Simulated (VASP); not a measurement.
Here is a VASP 6.6.1 calculation.

Contents of INCAR:

```
  PREC = Accurate
  ENCUT = 520
  EDIFF = 1E-6
  ISMEAR = 0
  SIGMA = 0.15
  LREAL = False
  LASPH = True
  NELM = 100
  ALGO = Normal
  ISIF = 2
  LWAVE = False
  LCHARG = False
  GGA = PE
  NBANDS = 11
```

The input KPOINTS:

```
Automatic mesh
0
Gamma
  20 20 20
```

Contents of POSCAR:

```
Pd
1.0
    0.0000000000      1.9449000000      2.1004920000
    1.9449000000      0.0000000000      2.1004920000
    1.9449000000      1.9449000000      0.0000000000
Pd
1
Direct
    0.0000000000      0.0000000000      0.0000000000
```

Potentials or basis: VASP PAW PBE potentials, release 64 (Pd).

Run with:

```sh
$ cat potpaw_PBE.64/Pd/POTCAR > POTCAR
$ mpirun -np 1 vasp_std > vasp.out
```

Estimate the band gap on the k mesh.

zero (bands 5 and 6 overlap by 1.61 eV).

What does it give for the pressure?

-5.3 GPa.

Stress tensor (GPa, compression positive):
```
-3.99  0.00  0.00
 0.00 -3.99  0.00
 0.00  0.00 -7.99
```

Caveat: the cell differs from its parent crystal (strain +0.000 along x and y, +0.080 along z); the cell stands under tension.
